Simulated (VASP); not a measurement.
Write the native input for VASP 6.6.1 that does the following.

* Task: single point
* Functional: PBE
* Potentials or basis: VASP PAW PBE potentials, release 64 (Ir)
* Cutoff: 520 eV
* k mesh: 15 × 15 × 1
* Occupations: fermi-dirac, width 0.1 eV
* Spin: no spin polarisation
* Dipole correction: yes
* Further INCAR settings: ALGO = Normal; EDIFF = 1e-06; NBANDS = 10

The structure of Ir lies in POSCAR:

```
Ir
1.0
    2.7380282308      0.0000000000      0.0000000000
   -1.3690141154      2.3712020041      0.0000000000
    0.0000000000      0.0000000000     16.0000000000
Ir
1
Direct
    0.0000000000      0.0000000000      0.5000000000
```

One way to write it, as run:

INCAR

```
ALGO     = Normal         # electronic algorithm
DIPOL    = 0.5 0.5 0.500
EDIFF    = 1E-6           # SCF threshold, eV
ENCUT    = 520            # plane-wave cutoff, eV
GGA      = PE             # functional
IDIPOL   = 3            
ISIF     = 2              # what is computed and relaxed
ISMEAR   = -1             # smearing method
LASPH    = True           # aspherical terms in the spheres
LCHARG   = True           # write CHGCAR
LDIPOL   = True         
LELF     = True           # ELF
LREAL    = False          # projectors in reciprocal space
LVACPOTAV= True         
LVHAR    = True         
LWAVE    = False          # write WAVECAR
NBANDS   = 10             # bands
NELM     = 80             # most SCF steps
PREC     = Accurate       # precision mode
SIGMA    = 0.1            # smearing width, eV
```

KPOINTS

```
k-points
0
Gamma
  15 15 1
```

Potentials or basis: VASP PAW PBE potentials, release 64 (Ir).

Command:

```sh
$ cat potpaw_PBE.64/Ir/POTCAR > POTCAR
$ mpirun -np 1 vasp_std > vasp.out
```

Results of the run:

```
Band gap on the k mesh : zero (an odd number of electrons rules out a gap without spin polarisation)
```

Caveat: spin-orbit coupling is left out, which moves the levels of the heavy elements.

Wall time 37 s on 1 thread of Intel Xeon 8259CL (shared host), peak memory 0.21 GiB.
